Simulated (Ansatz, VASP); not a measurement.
## ScGa3: VASP beside Ansatz

File INCAR:

```
ALGO = Normal
EDIFF = 1E-7
ENCUT = 520
ISIF = 2
ISMEAR = -1
LASPH = True
LCHARG = False
LREAL = False
LWAVE = False
NBANDS = 33
NELM = 100
PREC = Accurate
SIGMA = 0.05
```

File KPOINTS:

```
k-points
0
Gamma
  9 9 9
```

The input POSCAR:

```
ScGa3
1.0
    4.0675159504      0.0000000000      0.0000000000
    0.0000000000      4.0675159504      0.0000000000
    0.0000000000      0.0000000000      4.0675159504
Sc Ga
1 3
Direct
    0.0000000000      0.0000000000      0.0000000000
    0.0000000000      0.5000000000      0.5000000000
    0.5000000000      0.0000000000      0.5000000000
    0.5000000000      0.5000000000      0.0000000000
```

Input for Ansatz:

```yaml
crystal:
  lattice:
    - [4.0675159504, 0.0, 0.0]
    - [0.0, 4.0675159504, 0.0]
    - [0.0, 0.0, 4.0675159504]
  atoms:
    - { symbol: Sc, position: [0.0, 0.0, 0.0] }
    - { symbol: Ga, position: [0.0, 0.5, 0.5] }
    - { symbol: Ga, position: [0.5, 0.0, 0.5] }
    - { symbol: Ga, position: [0.5, 0.5, 0.0] }
kpoints:
  mp_grid: { grid: [9, 9, 9] }
  band_path:
    path:
      - [0.0, 0.0, 0.0]
      - [0.0, 0.5, 0.0]
      - [0.5, 0.5, 0.0]
      - [0.0, 0.0, 0.0]
      - [0.5, 0.5, 0.5]
      - [0.0, 0.5, 0.0]
      - [0.5, 0.5, 0.5]
      - [0.5, 0.5, 0.0]
    npoints: 5
scf:
  occupations: { method: fermi_dirac, width: 0.05 }
hamiltonian:
  xc: lda
  pseudopotentials: { kind: all_electron, lapw: { basis_error: 0.001 } }
output:
  forces: true
  stress: true
  eigenvalues: true
```

Change from the starting cell: volume scaled by 0.98.

Alike in both runs: task single point; functional LDA; k mesh 9 × 9 × 9; occupations fermi-dirac, width 0.05 eV; no spin polarisation.

|  | VASP | Ansatz |
| --- | --- | --- |
| version | VASP 6.6.1 | Ansatz 0.2.0 |
| potentials or method | VASP PAW LDA potentials, release 64 (Sc_sv, Ga_d), cutoff 520 eV | all-electron LAPW, scalar-relativistic |

|  | VASP | Ansatz | Ansatz less VASP |
| --- | --- | --- | --- |
| pressure (GPa) | -3.8 | -4.0 | -0.21 |

LDA's correlation is that of Perdew and Zunger in VASP and of Perdew and Wang (1992) in Ansatz. Ansatz ran all-electron here, and VASP with PAW potentials.
